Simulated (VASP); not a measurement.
# BN in VASP: notebook

BN is run at these levels: r2SCAN, PBE; tasks: single point.

Program: VASP 6.6.1. These are calculated values, not measurements. Logs are shortened: lines on timing, memory, paths and dates and some standing lists are left out, and cuts for length are marked.

## 1. The cell of the first run

It takes space group P6_3mc (No. 186, hexagonal). Conventional cell: a = 2.468 Å, b = 2.468 Å, c = 4.082 Å, α = 90.00°, β = 90.00°, γ = 120.00°. B (site symmetry 3m) has 4 N at 1.51 to 1.53 Å within 2.0 Å. Within 2.0 Å of N (site symmetry 3m) lie 4 B at 1.51 to 1.53 Å.

## 2. Single point, r2SCAN (strain -3.0%)

POSCAR reads:

```
BN
1.0
    2.4676315026      0.0000000000      0.0000000000
   -1.2338157513      2.1370315684      0.0000000000
    0.0000000000      0.0000000000      4.0815808783
B N
2 2
Direct
    0.3333333333      0.6666666667      0.0005226469
    0.6666666667      0.3333333333      0.5005226469
    0.3333333333      0.6666666667      0.3744773531
    0.6666666667      0.3333333333      0.8744773531
```

INCAR.step1 reads:

```
PREC = Accurate ; ENCUT = 520
ISMEAR = 0 ; SIGMA = 0.01
LREAL = F ; LASPH = T
NELM = 80 ; NBANDS = 16
GGA = PE ; ALGO = Normal
EDIFF = 1E-4 ; LWAVE = T
LCHARG = F
```

INCAR.step2 reads:

```
PREC = Accurate ; ENCUT = 520
EDIFF = 1E-6 ; ISMEAR = 0
SIGMA = 0.01 ; LREAL = F
LASPH = T ; NELM = 80
ALGO = Normal ; ISIF = 2
LWAVE = F ; LCHARG = T
METAGGA = R2SCAN ; LMIXTAU = T
LELF = T ; LVHAR = T
NBANDS = 16 ; ISTART = 1
```

KPOINTS reads:

```
regular mesh
0
Gamma
  12 12 6
```

Potentials or basis: VASP PAW PBE potentials, release 64 (B, N).

Run with:

```sh
cat potpaw_PBE.64/B/POTCAR potpaw_PBE.64/N/POTCAR > POTCAR
cp INCAR.step1 INCAR
mpirun -np 1 vasp_std > vasp.out
cp INCAR.step2 INCAR
mpirun -np 1 vasp_std > vasp.out
```

OUTCAR:

```text
PREC = Accurate
   ENCUT = 520
   EDIFF = 1E-6
   ISMEAR = 0
   LREAL = F
   LASPH = T
   NELM = 80
   ISIF = 2
   METAGGA = R2SCAN
   ISTART = 1

 ion  position               nearest neighbor table
   1  0.333  0.667  0.001-   4 1.51   4 1.51   4 1.51   3 1.53
   2  0.667  0.333  0.501-   3 1.51   3 1.51   3 1.51   4 1.53
   3  0.333  0.667  0.374-   2 1.51   2 1.51   2 1.51   1 1.53
   4  0.667  0.333  0.874-   1 1.51   1 1.51   1 1.51   2 1.53

  LATTYP: Found a hexagonal cell.
 ALAT       =     2.4676315026
 C/A-ratio  =     1.6540479703

  Lattice vectors:

 A1 = (   2.4676315026,   0.0000000000,   0.0000000000)
 A2 = (  -1.2338157513,   2.1370315684,   0.0000000000)
 A3 = (   0.0000000000,   0.0000000000,   4.0815808783)

Analysis of symmetry for initial positions (statically):
=====================================================================
 Subroutine PRICEL returns:
 Original cell was already a primitive cell.

 Routine SETGRP: Setting up the symmetry group for a
 hexagonal supercell.

 Subroutine GETGRP returns: Found 12 space group operations
 (whereof  6 operations were pure point group operations)
 out of a pool of 24 trial point group operations.

The static configuration has the point symmetry C_3v.
 The point group associated with its full space group is C_6v.

Analysis of symmetry for dynamics (positions and initial velocities):
=====================================================================
 Subroutine PRICEL returns:
 Original cell was already a primitive cell.

 Routine SETGRP: Setting up the symmetry group for a
 hexagonal supercell.

 Subroutine GETGRP returns: Found 12 space group operations
 (whereof  6 operations were pure point group operations)
 out of a pool of 24 trial point group operations.

The dynamic configuration has the point symmetry C_3v.
 The point group associated with its full space group is C_6v.

 Subroutine INISYM returns: Found 12 space group operations
 (whereof  6 operations are pure point group operations),
 and found     1 'primitive' translations

----------------------------------------------------------------------------------------

                                     Primitive cell

  volume of cell :      21.5238

  direct lattice vectors                    reciprocal lattice vectors
[... 91 lines left out ...]
   EDIFF  = 0.1E-05   stopping-criterion for ELM
   LREAL  =      F    real-space projection
   EDIFFG = 0.1E-04   stopping-criterion for IOM
   NSW    =      0    number of steps for IOM
   IBRION =     -1    ionic relax: 0-MD 1-quasi-New 2-CG
   NFREE  =      0    steps in history (QN), initial steepest desc. (CG)
   ISIF   =      2    stress and relaxation
   ISYM   =      2    0-nonsym 1-usesym 2-fastsym
   POTIM  = 0.5000    time-step for ionic-motion
   TEBEG  =    0.0;   TEEND  =   0.0 temperature during run
   PSTRESS=    0.0 pullay stress
   NELECT =      16.0000    total number of electrons
   NUPDOWN=      -1.0000    fix difference up-down
   EMIN   =  10.00;   EMAX   =-10.00  energy-range for DOS
   EFERMI =   0.00;   METHOD = LEGACY
   ISMEAR =     0;   SIGMA  =   0.01  broadening in eV -4-tet -1-fermi 0-gaus
   EFERMI_NEDOS =   21; number of points for ismear=-14 and -15
   IALGO  =     38    algorithm
   IMIX   =      4    mixing-type and parameters
     AMIX     =   0.40;   BMIX     =  1.00
     AMIX_MAG =   1.60;   BMIX_MAG =  1.00
  volume/ion in A,a.u.               =       5.38        36.31
  Fermi-wavevector in a.u.,A,eV,Ry     =   1.483002  2.802467 29.923206  2.199294
  Thomas-Fermi vector in A             =   2.596717
   LORBIT       =      0    0 simple, 1 ext, 2 COOP (PROOUT), +10 PAW based schemes
   METAGGA = R2SCAN    functional components
   LHFCALC =     F    Hartree Fock is set to
   AEXX    =    0.0000 exact exchange contribution
   IVDW    =     0    specifies the selected vdW correction
   LEPSILON=     F    determine dielectric tensor
   LRPA    =     F    only Hartree local field effects (RPA)
 non-spin polarized calculation
 Gauss-broadening in eV      SIGMA  =   0.01
  energy-cutoff  :      520.00
  volume of cell :       21.52
 maximum number of plane-waves:       596
   NGX =  9   NGY =  9   NGZ = 15

 number of electron      15.9999997 magnetization

 Free energy of the ion-electron system (eV)
  ---------------------------------------------------
  ext. energy  EPLUGINS =         0.00000000
  ---------------------------------------------------
  free energy    TOTEN  =       -37.99157841 eV

  energy without entropy =      -37.99157841  energy(sigma->0) =      -37.99157841

 E-fermi :   8.7741     XC(G=0): -14.1375

 val. band max:        8.6315970239   @ k =   0.0000   0.0000   0.0000
 cond. band min:      14.1562771416   @ k =   0.3333   0.3333   0.0000
 fundamental gap:      5.5246801176
 Fermi energy:         8.7741387277

 k-point     1 :       0.0000    0.0000    0.0000
  band No.  band energies     occupation
      1     -13.9997      2.00000
      2      -9.3098      2.00000
      3      -3.6476      2.00000
      4       6.2012      2.00000
      5       6.2012      2.00000
      6       8.2815      2.00000
[... 433 lines left out ...]
      3      -1.2815      2.00000
      4       0.3389      2.00000
      5       1.9703      2.00000
      6       3.7167      2.00000
[... 8 lines left out ...]
     15      27.0775      0.00000
     16      27.6186      0.00000

 [... further k-points ...]

------------------------ aborting loop because EDIFF is reached ----------------------------------------

  FORCE on cell =-STRESS in cart. coord.  units (eV):
  Direction    XX          YY          ZZ          XY          YZ          ZX
  --------------------------------------------------------------------------------------
  -------------------------------------------------------------------------------------
  Total        5.8359259      5.8359259      5.9494461      0.0000000      0.0000000      0.0000000
  in kB      434.4108897    434.4108897    442.8610314      0.0000000      0.0000000      0.0000000
  external PRESSURE =     437.2276036 kB  Pullay stress =       0.0000000 kB

 VOLUME and BASIS-vectors are now :
 -----------------------------------------------------------------------------
  energy-cutoff  :      520.00
  volume of cell :       21.52
      direct lattice vectors                 reciprocal lattice vectors
     2.467631503  0.000000000  0.000000000     0.405246893  0.233969403  0.000000000
    -1.233815751  2.137031568  0.000000000     0.000000000  0.467938806  0.000000000
     0.000000000  0.000000000  4.081580878     0.000000000  0.000000000  0.245003108

 POSITION                                       TOTAL-FORCE (eV/Angst)
 -----------------------------------------------------------------------------------
     -0.00000      1.42469      0.00213         0.000000     -0.000000      0.003344
      1.23382      0.71234      2.04292         0.000000      0.000000      0.003344
     -0.00000      1.42469      1.52846         0.000000     -0.000000     -0.003344
      1.23382      0.71234      3.56925        -0.000000      0.000000     -0.003344
 -----------------------------------------------------------------------------------
    total drift:                                0.000000      0.000001      0.000340

  FREE ENERGIE OF THE ION-ELECTRON SYSTEM (eV)
  ---------------------------------------------------
  free  energy   TOTEN  =       -37.9915784139 eV

  energy  without entropy=      -37.9915784139  energy(sigma->0) =      -37.99157841
```

Run time: 2.1 min. Hardware: 1 thread of Intel Xeon 8259CL, shared host; peak memory 0.14 GiB.

What came out:

```
Free energy            : -37.9916 eV
Pressure               : 43.7 GPa
Largest force          : 0.003 eV/Å
Band gap on the k mesh : 5.52 eV (least direct gap 9.41 eV)
```

Forces on the atoms (eV/Å):
```
B    0.000  0.000  0.003
B    0.000  0.000  0.003
N    0.000  0.000 -0.003
N    0.000  0.000 -0.003
```

Stress tensor (GPa, compression positive):
```
43.44  0.00  0.00
 0.00 43.44  0.00
 0.00  0.00 44.29
```

Levels at points of the mesh, in eV from the valence-band top:
| k point | band 5 | band 6 | band 7 | band 8 | band 9 | band 10 | band 11 | band 12 |
| --- | --- | --- | --- | --- | --- | --- | --- | --- |
| (0.00, 0.00, 0.00) | -2.43 | -0.35 | 0.00 | 0.00 | 9.44 | 9.44 | 9.85 | 11.41 |
| (0.50, 0.00, 0.00) | -7.79 | -5.70 | -5.05 | -2.40 | 7.64 | 8.88 | 11.82 | 13.07 |
| (0.00, 0.00, 0.50) | -1.35 | -1.35 | -1.35 | -1.35 | 11.13 | 11.13 | 11.18 | 11.18 |
| (0.50, 0.00, 0.50) | -4.31 | -4.31 | -4.08 | -4.08 | 7.54 | 7.54 | 11.37 | 11.37 |

Caveat: the cell differs from its parent crystal (strain -3.0%); the cell stands under pressure; the PAW data sets were made with another functional, which shifts forces and pressure a little.

## 3. Single point, r2SCAN (uniaxial z strain +4.0%)

POSCAR reads:

```
BN
1.0
    2.5439500026      0.0000000000      0.0000000000
   -1.2719750013      2.2031253282      0.0000000000
    0.0000000000      0.0000000000      4.3761279520
B N
2 2
Direct
    0.3333333333      0.6666666667     -0.0009744033
    0.6666666667      0.3333333333      0.4990255967
    0.3333333333      0.6666666667      0.3759744033
    0.6666666667      0.3333333333      0.8759744033
```

INCAR.step1 reads:

```
PREC = Accurate ; ENCUT = 520
ISMEAR = 0 ; SIGMA = 0.01
LREAL = False ; LASPH = True
NELM = 80 ; NBANDS = 16
GGA = PE ; ALGO = Normal
EDIFF = 1E-4 ; LWAVE = True
LCHARG = False
```

INCAR.step2 reads:

```
PREC = Accurate ; ENCUT = 520
EDIFF = 1E-7 ; ISMEAR = 0
SIGMA = 0.01 ; LREAL = False
LASPH = True ; NELM = 80
ALGO = Normal ; ISIF = 2
LWAVE = False ; LCHARG = False
METAGGA = R2SCAN ; LMIXTAU = True
NBANDS = 16 ; ISTART = 1
```

KPOINTS is that of step 2.

Potentials or basis: VASP PAW PBE potentials, release 64 (B, N).

Run with:

```sh
cat potpaw_PBE.64/B/POTCAR potpaw_PBE.64/N/POTCAR > POTCAR
cp INCAR.step1 INCAR
mpirun -np 1 vasp_std > vasp.out
cp INCAR.step2 INCAR
mpirun -np 1 vasp_std > vasp.out
```

It took 2.7 min on 1 thread of Intel Xeon 8259CL, shared host; peak memory 0.15 GiB.

It converged, with:

```
Free energy            : -38.1619 eV
Pressure               : -12.3 GPa
Largest force          : 0.012 eV/Å
Band gap on the k mesh : 5.79 eV (least direct gap 7.71 eV)
```

Forces on the atoms (eV/Å):
```
B    0.000  0.000  0.012
B    0.000  0.000  0.012
N    0.000  0.000 -0.012
N    0.000  0.000 -0.012
```

Stress tensor (GPa, compression positive):
```
 -1.00   0.00   0.00
  0.00  -1.00   0.00
  0.00   0.00 -34.96
```

Levels at points of the mesh, in eV from the valence-band top:
```
           k point  band 4  band 5  band 6  band 7  band 8  band 9  band 10  band 11  band 12  band 13
(0.00, 0.00, 0.00)   -1.82   -1.82   -0.28    0.00    0.00    7.71     9.34     9.34    10.55    11.53
(0.50, 0.00, 0.00)   -8.26   -6.80   -4.78   -4.14   -2.29    7.57     8.26    11.61    11.71    12.68
(0.00, 0.00, 0.50)   -6.06   -1.00   -1.00   -1.00   -1.00   10.42    10.42    10.75    10.75    10.75
(0.50, 0.00, 0.50)  -10.11   -3.70   -3.70   -3.67   -3.67    6.89     6.89    10.30    10.30    15.08
```

Caveat: the cell differs from its parent crystal (uniaxial z strain +4.0%); the cell stands under tension; the PAW data sets were made with another functional, which shifts forces and pressure a little.

## 4. Single point, PBE (shear xy strain -4.0%)

INCAR reads:

```
SYSTEM = BN
PREC = Accurate
ENCUT = 520
EDIFF = 1E-6
ISMEAR = -1
SIGMA = 0.02
LREAL = .FALSE.
LASPH = .TRUE.
NELM = 100
ALGO = Normal
ISIF = 2
LWAVE = .FALSE.
LCHARG = .FALSE.
GGA = PE
NBANDS = 16
```

KPOINTS reads:

```
regular mesh
0
G
  12 12 6
  0 0 0
```

POSCAR reads:

```
BN
1.0
    2.5439500026     -0.0508790000      0.0000000000
   -1.3160375079      2.2285648283      0.0000000000
    0.0000000000      0.0000000000      4.2078153385
B N
2 2
Direct
    0.3326246619      0.6668611786      0.0002589647
    0.6673753381      0.3331388214      0.5002589647
    0.3364642902      0.6670236426      0.3747410353
    0.6635357098      0.3329763574      0.8747410353
```

Run with:

```sh
cat potpaw_PBE.64/B/POTCAR potpaw_PBE.64/N/POTCAR > POTCAR
mpirun -np 1 vasp_std > vasp.out
```

It took 2.2 min on 1 thread of Intel Xeon 8259CL, shared host; peak memory 0.21 GiB.

Results (log left out):

* Free energy: -34.7793 eV
* Pressure: 5.4 GPa
* Largest force: 0.038 eV/Å
* Band gap on the k mesh: 5.04 eV (least direct gap 7.75 eV)

Forces in eV/Å, atoms in the order of the input:
```
B    0.037 -0.001  0.009
B   -0.037  0.001  0.009
N    0.033 -0.001 -0.009
N   -0.033  0.001 -0.009
```

Stress tensor (GPa, compression positive):
```
 5.30 16.36  0.00
16.36  6.02  0.00
 0.00  0.00  4.76
```

Levels at points of the mesh, in eV from the valence-band top:
```
           k point  band 5  band 6  band 7  band 8  band 9  band 10  band 11  band 12
(0.00, 0.00, 0.00)   -2.10   -0.42   -0.29    0.00    7.75     8.41     8.47     9.75
(0.50, 0.00, 0.00)   -6.88   -5.53   -4.52   -2.59    5.95     7.61    10.11    10.82
(0.00, 0.50, 0.00)   -7.07   -5.16   -4.54   -2.25    6.59     7.83    10.44    11.37
(0.50, 0.50, 0.00)   -7.27   -4.78   -4.60   -1.93    7.23     7.99    10.81    11.95
(0.00, 0.00, 0.50)   -1.49   -1.49   -1.16   -1.16    8.91     8.91     9.74     9.74
(0.50, 0.00, 0.50)   -4.29   -4.29   -3.66   -3.66    6.14     6.14     9.80     9.80
(0.00, 0.50, 0.50)   -3.98   -3.98   -3.66   -3.66    6.46     6.46     9.91     9.91
(0.50, 0.50, 0.50)   -3.81   -3.81   -3.53   -3.53    6.70     6.70    10.12    10.12
```

Caveat: the cell differs from its parent crystal (shear xy strain -4.0%); the cell stands under pressure. A k mesh can miss the band edges.

## 5. Single point, r2SCAN (shear xy strain -4.0%)

POSCAR is that of step 4.

INCAR.step1 reads:

```
SYSTEM = BN
ALGO = Normal
EDIFF = 1E-4
ENCUT = 520
GGA = PE
ISMEAR = 0
LASPH = .TRUE.
LCHARG = .FALSE.
LREAL = .FALSE.
LWAVE = .TRUE.
NBANDS = 16
NELM = 100
PREC = Accurate
SIGMA = 0.01
```

INCAR.step2 reads:

```
SYSTEM = BN
ALGO = Normal
EDIFF = 1E-7
ENCUT = 520
ISIF = 2
ISMEAR = 0
ISTART = 1
LASPH = .TRUE.
LCHARG = .FALSE.
LMIXTAU = .TRUE.
LREAL = .FALSE.
LWAVE = .FALSE.
METAGGA = R2SCAN
NBANDS = 16
NELM = 100
PREC = Accurate
SIGMA = 0.01
```

KPOINTS reads:

```
k-points
0
G
  12 12 6
  0 0 0
```

Run with:

```sh
cat potpaw_PBE.64/B/POTCAR potpaw_PBE.64/N/POTCAR > POTCAR
cp INCAR.step1 INCAR
mpirun -np 1 vasp_std > vasp.out
cp INCAR.step2 INCAR
mpirun -np 1 vasp_std > vasp.out
```

Run time: 7.9 min. Hardware: 1 thread of Intel Xeon 8259CL, shared host; peak memory 0.21 GiB.

Results (log left out):

| Quantity | Value |
| --- | --- |
| Free energy | -38.2165 eV |
| Pressure | 1.6 GPa |
| Largest force | 0.008 eV/Å |
| Band gap on the k mesh | 5.56 eV (least direct gap 8.41 eV) |

Forces in eV/Å, atoms in the order of the input:
```
B    0.007  0.000  0.003
B   -0.007  0.000  0.003
N    0.007  0.000 -0.003
N   -0.007  0.000 -0.003
```

Stress tensor (GPa, compression positive):
```
 1.44 16.87  0.00
16.87  2.22  0.00
 0.00  0.00  1.00
```

Levels at points of the mesh, in eV from the valence-band top:
```tsv
k point	band 5	band 6	band 7	band 8	band 9	band 10	band 11	band 12
(0.00, 0.00, 0.00)	-2.18	-0.43	-0.30	0.00	8.41	9.09	9.16	10.44
(0.50, 0.00, 0.00)	-7.17	-5.75	-4.63	-2.68	6.49	8.23	10.85	11.50
(0.00, 0.50, 0.00)	-7.36	-5.37	-4.66	-2.34	7.16	8.46	11.19	12.09
(0.50, 0.50, 0.00)	-7.56	-4.96	-4.72	-2.00	7.83	8.62	11.58	12.69
(0.00, 0.00, 0.50)	-1.55	-1.55	-1.20	-1.20	9.61	9.61	10.48	10.48
(0.50, 0.00, 0.50)	-4.46	-4.46	-3.81	-3.81	6.71	6.71	10.45	10.45
(0.00, 0.50, 0.50)	-4.13	-4.13	-3.81	-3.81	7.05	7.05	10.57	10.57
(0.50, 0.50, 0.50)	-3.97	-3.97	-3.67	-3.67	7.30	7.30	10.79	10.79
```

Caveat: the cell differs from its parent crystal (shear xy strain -4.0%); the PAW data sets were made with another functional, which shifts forces and pressure a little. A k mesh can miss the band edges.

## 6. Summary

```tsv
level	cell	smearing	gap on the mesh (eV)	pressure (GPa)	largest force (eV/Å)
r2SCAN	a = 2.468, b = 2.468, c = 4.082 Å, angles 90.0, 90.0, 120.0°, 4 atoms, atomic positions A	gaussian 0.01 eV	5.52	43.7	-
r2SCAN	a = 2.544, b = 2.544, c = 4.376 Å, angles 90.0, 90.0, 120.0°, 4 atoms, atomic positions B	gaussian 0.01 eV	5.79	-12.3	0.01
PBE	a = 2.544, b = 2.588, c = 4.208 Å, angles 90.0, 90.0, 121.7°, 4 atoms, atomic positions A	fermi-dirac 0.02 eV	5.04	5.4	0.04
r2SCAN	a = 2.544, b = 2.588, c = 4.208 Å, angles 90.0, 90.0, 121.7°, 4 atoms, atomic positions A	gaussian 0.01 eV	5.56	1.6	0.01
```

Alike in all rows: task single point; potentials or basis VASP PAW PBE potentials, release 64 (B, N); no spin polarisation; k mesh 12 × 12 × 6; cutoff (eV) 520.

Caveats: the PAW data sets were made with another functional, which shifts forces and pressure a little (at least some runs); the cell stands under pressure (at least some runs); the cell stands under tension (at least some runs).

Total energies depend on the potentials used, so only differences within one code and one set of settings carry meaning.
